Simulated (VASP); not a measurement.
# Ba (Pm-3m) in VASP: single point with PBE

Aim: the single point of Ba with PBE.

Everything below comes from runs of VASP 6.6.1. Logs are shortened: lines on timing, memory, paths and dates and some standing lists are left out, and cuts for length are marked.

## 1. The cell of the first run

Symmetry: Pm-3m, No. 221, cubic system. Conventional cell: a = 3.955 Å, b = 3.955 Å, c = 3.955 Å, α = 90.00°, β = 90.00°, γ = 90.00°. Ba (site symmetry m-3m) has 6 Ba at 3.95 Å within 5.2 Å.

This isn't the form of Ba at room conditions, which is bcc.

## 2. Single point, PBE (61.86 Å³/atom)

Input file POSCAR:

```
Ba
1.0
    3.9549093763      0.0000000000      0.0000000000
    0.0000000000      3.9549093763      0.0000000000
    0.0000000000      0.0000000000      3.9549093763
Ba
1
Direct
    0.0000000000      0.0000000000      0.0000000000
```

Input file INCAR.step1:

```
PREC = Accurate
ENCUT = 520
EDIFF = 1E-7
ISMEAR = -1
SIGMA = 0.08
LREAL = F
LASPH = T
NELM = 80
ALGO = Normal
ISIF = 2
LWAVE = F
LCHARG = T
GGA = PE
NBANDS = 11
```

Input file KPOINTS.step1:

```
Automatic mesh
0
Gamma
  9 9 9
```

Input file INCAR.step2:

```
PREC = Accurate
ENCUT = 520
EDIFF = 1E-7
ISMEAR = -5
SIGMA = 0.08
LREAL = F
LASPH = T
NELM = 80
ALGO = Normal
ISIF = 2
LWAVE = F
LCHARG = F
GGA = PE
LORBIT = 10
NEDOS = 1001
ICHARG = 11
```

Input file KPOINTS.step2:

```
Automatic mesh
0
Gamma
  14 14 14
```

Potentials or basis: VASP PAW PBE potentials, release 64 (Ba_sv).

Launch:

```bash
$ cat potpaw_PBE.64/Ba_sv/POTCAR > POTCAR
$ cp INCAR.step1 INCAR
$ cp KPOINTS.step1 KPOINTS
$ mpirun -np 1 vasp_std > vasp.out
$ cp INCAR.step2 INCAR
$ cp KPOINTS.step2 KPOINTS
$ mpirun -np 1 vasp_std > vasp.out
```

OUTCAR:

```text
PREC = Accurate
   ENCUT = 520
   EDIFF = 1E-7
   ISMEAR = -5
   LREAL = F
   LASPH = T
   NELM = 80
   ISIF = 2
   GGA = PE
   LORBIT = 10
   ICHARG = 11

 ion  position               nearest neighbor table
   1  0.000  0.000  0.000-

  LATTYP: Found a simple cubic cell.
 ALAT       =     3.9549093763

  Lattice vectors:

 A1 = (   3.9549093763,   0.0000000000,   0.0000000000)
 A2 = (   0.0000000000,   3.9549093763,   0.0000000000)
 A3 = (   0.0000000000,   0.0000000000,   3.9549093763)

Analysis of symmetry for initial positions (statically):
=====================================================================
 Subroutine PRICEL returns:
 Original cell was already a primitive cell.

 Routine SETGRP: Setting up the symmetry group for a
 simple cubic supercell.

 Subroutine GETGRP returns: Found 48 space group operations
 (whereof 48 operations were pure point group operations)
 out of a pool of 48 trial point group operations.

The static configuration has the point symmetry O_h .

Analysis of symmetry for dynamics (positions and initial velocities):
=====================================================================
 Subroutine PRICEL returns:
 Original cell was already a primitive cell.

 Routine SETGRP: Setting up the symmetry group for a
 simple cubic supercell.

 Subroutine GETGRP returns: Found 48 space group operations
 (whereof 48 operations were pure point group operations)
 out of a pool of 48 trial point group operations.

The dynamic configuration has the point symmetry O_h .

 Subroutine INISYM returns: Found 48 space group operations
 (whereof 48 operations are pure point group operations),
 and found     1 'primitive' translations

----------------------------------------------------------------------------------------

                                     Primitive cell

  volume of cell :      61.8600

  direct lattice vectors                    reciprocal lattice vectors
     3.954909376  0.000000000  0.000000000     0.252850294  0.000000000  0.000000000
     0.000000000  3.954909376  0.000000000     0.000000000  0.252850294  0.000000000
     0.000000000  0.000000000  3.954909376     0.000000000  0.000000000  0.252850294

  length of vectors
     3.954909376  3.954909376  3.954909376     0.252850294  0.252850294  0.252850294

  position of ions in fractional coordinates (direct lattice)
     0.000000000  0.000000000  0.000000000

  ion indices of the primitive-cell ions
   primitive index   ion index
                 1           1

----------------------------------------------------------------------------------------

 KPOINTS: Automatic mesh

Automatic generation of k-mesh.
 Grid dimensions read from file:
 generate k-points for:   14   14   14

 Generating k-lattice:

  Cartesian coordinates                     Fractional coordinates (reciprocal lattice)
     0.018060735  0.000000000  0.000000000     0.071428571  0.000000000  0.000000000
     0.000000000  0.018060735  0.000000000     0.000000000  0.071428571  0.000000000
     0.000000000  0.000000000  0.018060735     0.000000000  0.000000000  0.071428571

  Length of vectors
     0.018060735  0.018060735  0.018060735

  Shift w.r.t. Gamma in fractional coordinates (k-lattice)
     0.000000000  0.000000000  0.000000000

 TETIRR: Found   1360 inequivalent tetrahedra from    16464

 Subroutine IBZKPT returns following result:
 ===========================================

 Found    120 irreducible k-points:

 Following reciprocal coordinates:
            Coordinates               Weight
  0.000000  0.000000  0.000000      1.000000
  0.071429  0.000000  0.000000      6.000000
  0.142857  0.000000  0.000000      6.000000
  0.214286  0.000000  0.000000      6.000000
  0.285714  0.000000  0.000000      6.000000
  0.357143  0.000000  0.000000      6.000000
[... 16 lines left out ...]
  0.285714  0.214286  0.000000     24.000000
  0.357143  0.214286  0.000000     24.000000
 [... further k-points ...]
   k-points           NKPTS =    120   k-points in BZ     NKDIM =    120   number of bands    NBANDS=      9
   number of dos      NEDOS =   1001   number of ions     NIONS =      1
   total plane-waves  NPLWV =  27000
   dimension x,y,z NGX =    30 NGY =   30 NGZ =   30
   dimension x,y,z NGXF=    60 NGYF=   60 NGZF=   60
   ions per type =               1
   NGX,Y,Z   is equivalent  to a cutoff of  12.61, 12.61, 12.61 a.u.
   NGXF,Y,Z  is equivalent  to a cutoff of  25.22, 25.22, 25.22 a.u.
 SYSTEM =  unknown system
   PREC   = accura    normal or accurate (medium, high low for compatibility)
   ISTART =      0    job   : 0-new  1-cont  2-samecut
   ICHARG =     11    charge: 1-file 2-atom 10-const
   ISPIN  =      1    spin polarized calculation?
   LNONCOLLINEAR =      F non collinear calculations
   LSORBIT =      F    spin-orbit coupling
   LASPH  =      T    aspherical Exc in radial PAW
   ENCUT  =  520.0 eV  38.22 Ry    6.18 a.u.   7.35  7.35  7.35*2*pi/ulx,y,z
   NELM   =     80;   NELMIN=  2; NELMDL=  0     # of ELM steps
   EDIFF  = 0.1E-06   stopping-criterion for ELM
   LREAL  =      F    real-space projection
   EDIFFG = 0.1E-05   stopping-criterion for IOM
   NSW    =      0    number of steps for IOM
   IBRION =     -1    ionic relax: 0-MD 1-quasi-New 2-CG
   NFREE  =      0    steps in history (QN), initial steepest desc. (CG)
   ISIF   =      2    stress and relaxation
   ISYM   =      2    0-nonsym 1-usesym 2-fastsym
   POTIM  = 0.5000    time-step for ionic-motion
   TEBEG  =    0.0;   TEEND  =   0.0 temperature during run
   PSTRESS=    0.0 pullay stress
   NELECT =      10.0000    total number of electrons
   NUPDOWN=      -1.0000    fix difference up-down
   EMIN   =  10.00;   EMAX   =-10.00  energy-range for DOS
   EFERMI =   0.00;   METHOD = LEGACY
   ISMEAR =    -5;   SIGMA  =   0.08  broadening in eV -4-tet -1-fermi 0-gaus
   EFERMI_NEDOS =   21; number of points for ismear=-14 and -15
   IALGO  =     38    algorithm
   IMIX   =      4    mixing-type and parameters
     AMIX     =   0.40;   BMIX     =  1.00
     AMIX_MAG =   1.60;   BMIX_MAG =  1.00
  volume/ion in A,a.u.               =      61.86       417.45
  Fermi-wavevector in a.u.,A,eV,Ry     =   0.891809  1.685274 10.821019  0.795322
  Thomas-Fermi vector in A             =   2.013677
   LORBIT       =     10    0 simple, 1 ext, 2 COOP (PROOUT), +10 PAW based schemes
   GGA     = PE    functional components
   LHFCALC =     F    Hartree Fock is set to
   AEXX    =    0.0000 exact exchange contribution
   IVDW    =     0    specifies the selected vdW correction
   LEPSILON=     F    determine dielectric tensor
   LRPA    =     F    only Hartree local field effects (RPA)
 non-spin polarized calculation
 Fermi weights with tetrahedron method with Bloechl corrections
  energy-cutoff  :      520.00
  volume of cell :       61.86
 maximum number of plane-waves:      1743
 NGX is ok and might be reduce to    30

 number of electron       9.9999999 magnetization

 Free energy of the ion-electron system (eV)
  ---------------------------------------------------
  ext. energy  EPLUGINS =         0.00000000
  ---------------------------------------------------
  free energy    TOTEN  =        -1.59827604 eV

  energy without entropy =       -1.59827604  energy(sigma->0) =       -1.59827604

 E-fermi :   1.6281     XC(G=0):  -7.4507

 val. band max:        1.6653301814   @ k =   0.5000   0.1429   0.1429
 cond. band min:       1.5822691969   @ k =   0.5000   0.2143   0.0000
 fundamental gap:     -0.0830609845
 Fermi energy:         1.6281403776

 k-point     1 :       0.0000    0.0000    0.0000
  band No.  band energies     occupation
      1     -27.5272      2.00000
      2     -12.3664      2.00000
      3     -12.3664      2.00000
      4     -12.3664      2.00000
      5      -0.9417      2.00000
      6       1.6833      0.00000
      7       1.6833      0.00000
      8       6.4770      0.00000
      9       6.4770      0.00000

 k-point     2 :       0.0714    0.0000    0.0000
  band No.  band energies     occupation
      1     -27.5244      2.00000
      2     -12.4044      2.00000
      3     -12.3632      2.00000
      4     -12.3632      2.00000
      5      -0.8646      2.00000
      6       1.7072      0.00000
      7       1.7622      0.00000
      8       6.2700      0.00000
      9       6.4602      0.00000

 k-point     3 :       0.1429    0.0000    0.0000
  band No.  band energies     occupation
      1     -27.5164      2.00000
      2     -12.5089      2.00000
      3     -12.3542      2.00000
      4     -12.3542      2.00000
      5      -0.6484      2.00000
      6       1.7761      0.00000
      7       1.9848      0.00000
      8       5.8119      0.00000
      9       5.8212      0.00000

 k-point     4 :       0.2143    0.0000    0.0000
  band No.  band energies     occupation
      1     -27.5048      2.00000
      2     -12.6546      2.00000
      3     -12.3411      2.00000
      4     -12.3411      2.00000
      5      -0.3304      2.00000
      6       1.8812      0.00000
      7       2.2939      0.00000
      8       5.3111      0.00000
      9       5.3111      0.00000

 k-point     5 :       0.2857    0.0000    0.0000
  band No.  band energies     occupation
      1     -27.4918      2.00000
      2     -12.8098      2.00000
      3     -12.3265      2.00000
      4     -12.3265      2.00000
      5       0.0466      2.00000
      6       2.0064      0.00000
      7       2.5612      0.00000
      8       4.8691      0.00000
      9       4.8691      0.00000

 k-point     6 :       0.3571    0.0000    0.0000
  band No.  band energies     occupation
      1     -27.4801      2.00000
      2     -12.9444      2.00000
      3     -12.3133      2.00000
      4     -12.3133      2.00000
      5       0.4396      2.00000
      6       2.1286      0.00000
      7       2.6334      0.00000
      8       4.5316      0.00000
      9       4.5316      0.00000
[... 169 lines left out ...]
 k-point    21 :       0.5000    0.1429    0.0000
  band No.  band energies     occupation
      1     -27.4585      2.00000
      2     -13.0479      2.00000
      3     -12.4349      2.00000
      4     -12.2892      2.00000
      5       1.2745      2.00000
      6       1.9753     -0.00460
      7       2.5708      0.00000
      8       4.3322      0.00000
      9       4.3887      0.00000

 k-point    22 :       0.2143    0.2143    0.0000
  band No.  band energies     occupation
      1     -27.4826      2.00000
      2     -12.6343      2.00000
      3     -12.6117      2.00000
      4     -12.3163      2.00000
      5       0.2449      2.00000
      6       2.1921      0.00000
      7       2.7742      0.00000
      8       4.1509      0.00000
      9       5.3044      0.00000

 k-point    23 :       0.2857    0.2143    0.0000
  band No.  band energies     occupation
      1     -27.4698      2.00000
      2     -12.7759      2.00000
      3     -12.6041      2.00000
      4     -12.3020      2.00000
      5       0.5786      2.00000
      6       2.2118      0.00000
      7       3.0215      0.00000
      8       4.0048      0.00000
      9       5.0007      0.00000

 k-point    24 :       0.3571    0.2143    0.0000
  band No.  band energies     occupation
      1     -27.4582      2.00000
      2     -12.9076      2.00000
      3     -12.5880      2.00000
      4     -12.2891      2.00000
      5       0.9227      2.00000
      6       2.1045      0.00000
      7       3.0302      0.00000
      8       4.2446      0.00000
      9       4.6924      0.00000

 [... further k-points ...]
[... 5 lines left out ...]
  --------------------------------------------------------------------------------------
  -------------------------------------------------------------------------------------
  Total        0.0002217      0.0002217      0.0002217      0.0000000     -0.0000000      0.0000000
  in kB        0.0057412      0.0057412      0.0057412      0.0000000     -0.0000000      0.0000000
  external PRESSURE =       0.0057412 kB  Pullay stress =       0.0000000 kB

 VOLUME and BASIS-vectors are now :
 -----------------------------------------------------------------------------
  energy-cutoff  :      520.00
  volume of cell :       61.86
      direct lattice vectors                 reciprocal lattice vectors
     3.954909376  0.000000000  0.000000000     0.252850294  0.000000000  0.000000000
     0.000000000  3.954909376  0.000000000     0.000000000  0.252850294  0.000000000
     0.000000000  0.000000000  3.954909376     0.000000000  0.000000000  0.252850294

 POSITION                                       TOTAL-FORCE (eV/Angst)
 -----------------------------------------------------------------------------------
      0.00000      0.00000      0.00000         0.000000      0.000000      0.000000
 -----------------------------------------------------------------------------------
    total drift:                                0.000000     -0.000000      0.000000

  FREE ENERGIE OF THE ION-ELECTRON SYSTEM (eV)
  ---------------------------------------------------
  free  energy   TOTEN  =        -1.5982760399 eV

  energy  without entropy=       -1.5982760399  energy(sigma->0) =       -1.59827604

 total charge

# of ion       s       p       d       tot
------------------------------------------
    1        2.057   5.548   0.317   7.922
```

Run time: 49 s. Hardware: 1 thread of Intel Xeon 8259CL, shared host; peak memory 0.21 GiB.

Results:

```yaml
Valence_electrons_inside_the_program's_atomic_spheres: Ba 7.92
```

Levels at points of the mesh, in eV from the Fermi level:
```
           k point  band 1  band 2  band 3  band 4  band 5  band 6  band 7  band 8  band 9
(0.00, 0.00, 0.00)  -29.16  -13.99  -13.99  -13.99   -2.57    0.06    0.06    4.85    4.85
(0.50, 0.00, 0.00)  -29.10  -14.69  -13.93  -13.93   -0.69    0.63    0.79    2.62    2.62
(0.50, 0.50, 0.00)  -29.04  -14.59  -14.59  -13.87   -0.98    0.70    3.11    3.11    3.36
(0.50, 0.50, 0.50)  -28.99  -14.50  -14.50  -14.50   -0.03   -0.03   -0.03    3.94    6.56
```

Caveat: spin-orbit coupling is left out, which moves the levels of the heavy elements; tetrahedron occupations give inexact forces and stress in metals.
